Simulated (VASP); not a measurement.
# Ag in VASP: single point with PBE+D3(BJ)

Aim: the single point of Ag with PBE+D3(BJ).

Program: VASP 6.6.1. These are calculated values, not measurements. Logs are shortened: lines on timing, memory, paths and dates and some standing lists are left out, and cuts for length are marked.

### Step 1. The cell of the first run

The cell holds a slab with vacuum, 4 atoms: a = 2.889 Å, b = 2.889 Å, c = 29.077 Å, α = 90.00°, β = 90.00°, γ = 60.00°.

### Step 2. Single point, PBE+D3(BJ)

Input file INCAR:

```
SYSTEM = Ag
  PREC = Accurate
  ENCUT = 520
  EDIFF = 1E-7
  ISMEAR = 0
  SIGMA = 0.1
  LREAL = .False.
  LASPH = .True.
  NELM = 60
  ALGO = Normal
  ISIF = 2
  LWAVE = .False.
  LCHARG = .False.
  LDIPOL = .True.
  IDIPOL = 3
  DIPOL = 0.5 0.5 0.328
  GGA = PE
  IVDW = 12
  NBANDS = 30
```

Input file KPOINTS:

```
Automatic mesh
0
Gamma
  15 15 1
  0 0 0
```

Input file POSCAR:

```
Ag
1.0
    2.8892383079      0.0000000000      0.0000000000
    1.4446191540      2.5021537723      0.0000000000
    0.0000000000      0.0000000000     29.0771595997
Ag
4
Direct
    0.0000000000      0.0000000000      0.2063475278
    0.3333333333      0.3333333333      0.2874783271
    0.6666666667      0.6666666667      0.3686091265
    0.0000000000      0.0000000000      0.4497399258
```

Potentials or basis: VASP PAW PBE potentials, release 64 (Ag).

On the command line:

```
cat potpaw_PBE.64/Ag/POTCAR > POTCAR
mpirun -np 1 vasp_std > vasp.out
```

OUTCAR:

```text
SYSTEM = Ag
   PREC = Accurate
   ENCUT = 520
   EDIFF = 1E-7
   ISMEAR = 0
   LREAL = .False.
   LASPH = .True.
   NELM = 60
   ISIF = 2
   GGA = PE
   IVDW = 12
 IVDW          = 12

 ion  position               nearest neighbor table
   1  0.000  0.000  0.206-   2 2.89   2 2.89   2 2.89
   2  0.333  0.333  0.287-   1 2.89   1 2.89   1 2.89   3 2.89   3 2.89   3 2.89
   3  0.667  0.667  0.369-   4 2.89   4 2.89   4 2.89   2 2.89   2 2.89   2 2.89
   4  0.000  0.000  0.450-   3 2.89   3 2.89   3 2.89

  LATTYP: Found a hexagonal cell.
 ALAT       =     2.8892383080
 C/A-ratio  =    10.0639533677

  Lattice vectors:

 A1 = (  -1.4446191540,  -2.5021537723,   0.0000000000)
 A2 = (   2.8892383079,   0.0000000000,   0.0000000000)
 A3 = (   0.0000000000,   0.0000000000,  29.0771595997)

Analysis of symmetry for initial positions (statically):
=====================================================================
 Subroutine PRICEL returns:
 Original cell was already a primitive cell.

 Routine SETGRP: Setting up the symmetry group for a
 hexagonal supercell.

 Subroutine GETGRP returns: Found 12 space group operations
 (whereof  6 operations were pure point group operations)
 out of a pool of 24 trial point group operations.

The static configuration has the point symmetry C_3v.
 The point group associated with its full space group is D_3d.

Analysis of symmetry for dynamics (positions and initial velocities):
=====================================================================
 Subroutine PRICEL returns:
 Original cell was already a primitive cell.

 Routine SETGRP: Setting up the symmetry group for a
 hexagonal supercell.

 Subroutine GETGRP returns: Found 12 space group operations
 (whereof  6 operations were pure point group operations)
 out of a pool of 24 trial point group operations.

The dynamic configuration has the point symmetry C_3v.
 The point group associated with its full space group is D_3d.

 Subroutine INISYM returns: Found 12 space group operations
 (whereof  6 operations are pure point group operations),
 and found     1 'primitive' translations

----------------------------------------------------------------------------------------

                                     Primitive cell

  volume of cell :     210.2080

  direct lattice vectors                    reciprocal lattice vectors
     2.889238308  0.000000000  0.000000000     0.346111983 -0.199827847  0.000000000
     1.444619154  2.502153772  0.000000000     0.000000000  0.399655693  0.000000000
     0.000000000  0.000000000 29.077159600     0.000000000  0.000000000  0.034391255

  length of vectors
     2.889238308  2.889238308 29.077159600     0.399655693  0.399655693  0.034391255

  position of ions in fractional coordinates (direct lattice)
     0.000000000  0.000000000  0.206347528
     0.333333333  0.333333333  0.287478327
     0.666666667  0.666666667  0.368609126
     0.000000000  0.000000000  0.449739926

  ion indices of the primitive-cell ions
   primitive index   ion index
                 1           1
                 2           2
                 3           3
                 4           4

----------------------------------------------------------------------------------------

 KPOINTS: Automatic mesh

Automatic generation of k-mesh.
 Grid dimensions read from file:
 generate k-points for:   15   15    1

 Generating k-lattice:

  Cartesian coordinates                     Fractional coordinates (reciprocal lattice)
     0.023074132 -0.013321856  0.000000000     0.066666667  0.000000000  0.000000000
     0.000000000  0.026643713  0.000000000     0.000000000  0.066666667  0.000000000
     0.000000000  0.000000000  0.034391255     0.000000000  0.000000000  1.000000000

  Length of vectors
     0.026643713  0.026643713  0.034391255

  Shift w.r.t. Gamma in fractional coordinates (k-lattice)
     0.000000000  0.000000000  0.000000000

 Subroutine IBZKPT returns following result:
 ===========================================

 Found     27 irreducible k-points:

 Following reciprocal coordinates:
            Coordinates               Weight
  0.000000  0.000000  0.000000      1.000000
  0.066667  0.000000  0.000000      6.000000
  0.133333  0.000000  0.000000      6.000000
  0.200000  0.000000  0.000000      6.000000
  0.266667  0.000000  0.000000      6.000000
  0.333333  0.000000  0.000000      6.000000
[... 16 lines left out ...]
 -0.466667  0.200000  0.000000     12.000000
 -0.400000  0.200000  0.000000      6.000000
 [... further k-points ...]
   k-points           NKPTS =     27   k-points in BZ     NKDIM =     27   number of bands    NBANDS=     30
   number of dos      NEDOS =    301   number of ions     NIONS =      4
   total plane-waves  NPLWV = 124416
   dimension x,y,z NGX =    24 NGY =   24 NGZ =  216
   dimension x,y,z NGXF=    48 NGYF=   48 NGZF=  432
   ions per type =               4
   NGX,Y,Z   is equivalent  to a cutoff of  13.81, 13.81, 12.35 a.u.
   NGXF,Y,Z  is equivalent  to a cutoff of  27.62, 27.62, 24.70 a.u.
 SYSTEM =  Ag
   PREC   = accura    normal or accurate (medium, high low for compatibility)
   ISTART =      0    job   : 0-new  1-cont  2-samecut
   ICHARG =      2    charge: 1-file 2-atom 10-const
   ISPIN  =      1    spin polarized calculation?
   LNONCOLLINEAR =      F non collinear calculations
   LSORBIT =      F    spin-orbit coupling
   LASPH  =      T    aspherical Exc in radial PAW
   ENCUT  =  520.0 eV  38.22 Ry    6.18 a.u.   5.37  5.37 54.06*2*pi/ulx,y,z
   NELM   =     60;   NELMIN=  2; NELMDL= -5     # of ELM steps
   EDIFF  = 0.1E-06   stopping-criterion for ELM
   LREAL  =      F    real-space projection
   EDIFFG = 0.1E-05   stopping-criterion for IOM
   NSW    =      0    number of steps for IOM
   IBRION =     -1    ionic relax: 0-MD 1-quasi-New 2-CG
   NFREE  =      0    steps in history (QN), initial steepest desc. (CG)
   ISIF   =      2    stress and relaxation
   ISYM   =      2    0-nonsym 1-usesym 2-fastsym
   POTIM  = 0.5000    time-step for ionic-motion
   TEBEG  =    0.0;   TEEND  =   0.0 temperature during run
   PSTRESS=    0.0 pullay stress
   NELECT =      44.0000    total number of electrons
   NUPDOWN=      -1.0000    fix difference up-down
   EMIN   =  10.00;   EMAX   =-10.00  energy-range for DOS
   EFERMI =   0.00;   METHOD = LEGACY
   ISMEAR =     0;   SIGMA  =   0.10  broadening in eV -4-tet -1-fermi 0-gaus
   EFERMI_NEDOS =   21; number of points for ismear=-14 and -15
   IALGO  =     38    algorithm
   IMIX   =      4    mixing-type and parameters
     AMIX     =   0.40;   BMIX     =  1.00
     AMIX_MAG =   1.60;   BMIX_MAG =  1.00
  volume/ion in A,a.u.               =      52.55       354.64
  Fermi-wavevector in a.u.,A,eV,Ry     =   0.972022  1.836855 12.855140  0.944826
  Thomas-Fermi vector in A             =   2.102286
   LORBIT       =      0    0 simple, 1 ext, 2 COOP (PROOUT), +10 PAW based schemes
   GGA     = PE    functional components
   LHFCALC =     F    Hartree Fock is set to
   AEXX    =    0.0000 exact exchange contribution
   IVDW    =    12    specifies the selected vdW correction
   LEPSILON=     F    determine dielectric tensor
   LRPA    =     F    only Hartree local field effects (RPA)
 non-spin polarized calculation
 Gauss-broadening in eV      SIGMA  =   0.10
  energy-cutoff  :      520.00
  volume of cell :      210.21
 maximum number of plane-waves:      5761
 NGX is ok and might be reduce to    24
   NGX = 11   NGY = 11   NGZ =109

 dipolmoment           0.000000      0.000000      0.000000 electrons x Angstroem

 number of electron      43.9999996 magnetization

 dipolmoment           0.000000      0.000000     -0.000001 electrons x Angstroem

 Free energy of the ion-electron system (eV)
  ---------------------------------------------------
  ext. energy  EPLUGINS =         0.00000000
  ---------------------------------------------------
  free energy    TOTEN  =       -10.17476341 eV

  energy without entropy =      -10.16572504  energy(sigma->0) =      -10.17024422

 E-fermi :  -0.2154     XC(G=0):  -4.5548

 val. band max:       -0.2190864003   @ k =   0.2000   0.0667   0.0000
 cond. band min:      -0.1949333644   @ k =   0.4000   0.2000   0.0000
 fundamental gap:      0.0241530358
 Fermi energy:        -0.2153849282

 k-point     1 :       0.0000    0.0000    0.0000
  band No.  band energies     occupation
      1      -7.7109      2.00000
      2      -6.8185      2.00000
      3      -6.4979      2.00000
      4      -6.3331      2.00000
      5      -5.1239      2.00000
      6      -5.0985      2.00000
[... 22 lines left out ...]
     29       4.8601      0.00000
     30       5.9566      0.00000

 k-point     2 :       0.0667    0.0000    0.0000
  band No.  band energies     occupation
      1      -7.5899      2.00000
      2      -6.7129      2.00000
      3      -6.4095      2.00000
      4      -6.2419      2.00000
      5      -5.1602      2.00000
      6      -5.1420      2.00000
[... 22 lines left out ...]
     29       4.9544      0.00000
     30       6.0516      0.00000

 k-point     3 :       0.1333    0.0000    0.0000
  band No.  band energies     occupation
      1      -7.2479      2.00000
      2      -6.4403      2.00000
      3      -6.1727      2.00000
      4      -6.0099      2.00000
      5      -5.3435      2.00000
      6      -5.2292      2.00000
[... 22 lines left out ...]
     29       5.2405      0.00000
     30       6.3419      0.00000

 k-point     4 :       0.2000    0.0000    0.0000
  band No.  band energies     occupation
      1      -6.7788      2.00000
      2      -6.1909      2.00000
      3      -5.9451      2.00000
      4      -5.7707      2.00000
      5      -5.5015      2.00000
      6      -5.3055      2.00000
[... 616 lines left out ...]
     29       7.4019      0.00000
     30       7.9998      0.00000

 k-point    23 :      -0.4667    0.2000    0.0000
  band No.  band energies     occupation
      1      -6.2054      2.00000
      2      -6.0662      2.00000
      3      -6.0065      2.00000
      4      -5.7200      2.00000
      5      -5.5229      2.00000
      6      -5.5001      2.00000
[... 22 lines left out ...]
     29       7.3916      0.00000
     30       8.1520      0.00000

 k-point    24 :      -0.4000    0.2000    0.0000
  band No.  band energies     occupation
      1      -6.2394      2.00000
      2      -6.0681      2.00000
      3      -6.0348      2.00000
      4      -5.7214      2.00000
      5      -5.5681      2.00000
      6      -5.5217      2.00000
[... 22 lines left out ...]
     29       6.9682      0.00000
     30       7.9176      0.00000

 [... further k-points ...]

------------------------ aborting loop because EDIFF is reached ----------------------------------------

 vacuum level on the upper side and lower side of the slab       (xc-potential included)        -0.108        -0.109

 Edisp (eV)   -1.79171

 E8    (eV) :    -0.8105

  FORCE on cell =-STRESS in cart. coord.  units (eV):
  Direction    XX          YY          ZZ          XY          YZ          ZX
  --------------------------------------------------------------------------------------
  -------------------------------------------------------------------------------------
  Total      -1.12192    -1.12192    -0.18189    -0.00000     0.00000    -0.00000
  in kB      -8.55110    -8.55110    -1.38637    -0.00000     0.00000    -0.00000
  external pressure =       -6.16 kB  Pullay stress =        0.00 kB

 VOLUME and BASIS-vectors are now :
 -----------------------------------------------------------------------------
  energy-cutoff  :      520.00
  volume of cell :      210.21
      direct lattice vectors                 reciprocal lattice vectors
     2.889238308  0.000000000  0.000000000     0.346111983 -0.199827847  0.000000000
     1.444619154  2.502153772  0.000000000     0.000000000  0.399655693  0.000000000
     0.000000000  0.000000000 29.077159600     0.000000000  0.000000000  0.034391255

 POSITION                                       TOTAL-FORCE (eV/Angst)
 -----------------------------------------------------------------------------------
      0.00000      0.00000      6.00000         0.000000     -0.000000      0.014534
      1.44462      0.83405      8.35905        -0.000000     -0.000000      0.016833
      2.88924      1.66810     10.71811         0.000000      0.000000     -0.016833
      0.00000      0.00000     13.07716        -0.000000     -0.000000     -0.014534
 -----------------------------------------------------------------------------------
    total drift:                                0.000000      0.000000     -0.000093

  FREE ENERGIE OF THE ION-ELECTRON SYSTEM (eV)
  ---------------------------------------------------
  free  energy   TOTEN  =       -11.9664781548 eV

  energy  without entropy=      -11.9574397892  energy(sigma->0) =      -11.96195897

 vacuum level on the upper side and lower side of the slab         4.122         4.121
```

Wall time 4.4 min (1 thread of Intel Xeon 6975P-C, shared host); peak memory 0.41 GiB.

What came out:

* Free energy: -11.9665 eV
* Largest force: 0.017 eV/Å
* Band gap on the k mesh: zero (band 22 reaches 3.25 eV, above the bottom of band 23 at -3.33 eV)
* Dispersion energy per atom: -0.448 eV

Forces on the atoms (eV/Å):
```
Ag   0.000  0.000  0.015
Ag   0.000  0.000  0.017
Ag   0.000  0.000 -0.017
Ag   0.000  0.000 -0.015
```

Levels at points of the mesh, in eV from the Fermi level:
```
           k point  band 18  band 19  band 20  band 21  band 22  band 23  band 24  band 25  band 26  band 27
(0.00, 0.00, 0.00)    -3.68    -3.43    -3.31    -3.31    -3.11    -3.11    -1.02     0.19     3.99     4.21
```
